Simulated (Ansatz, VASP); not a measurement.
# BP: VASP beside Ansatz

```xyz
2
Lattice="0.0000 2.1992 2.1992 2.1992 0.0000 2.1992 2.1992 2.1992 0.0000" Properties=species:S:1:pos:R:3 pbc="T T T"
B     0.0000    0.0000    0.0000
P     1.0996    1.0996    1.0996
```

Change from the starting cell: volume scaled by 0.94, LAPW.

Alike in both runs: task single point; functional LDA; k mesh 15 × 15 × 15; occupations fermi-dirac, width 0.08 eV; no spin polarisation.

|  | VASP | Ansatz |
| --- | --- | --- |
| version | VASP 6.6.1 | Ansatz 0.2.0 |
| potentials or method | VASP PAW LDA potentials, release 64 (B, P), cutoff 500 eV | all-electron LAPW, scalar-relativistic |

```csv
,VASP,Ansatz,Ansatz less VASP
pressure (GPa),12.1,12.2,+0.13
```

LDA's correlation is that of Perdew and Zunger in VASP and of Perdew and Wang (1992) in Ansatz. Ansatz ran all-electron here, and VASP with PAW potentials.
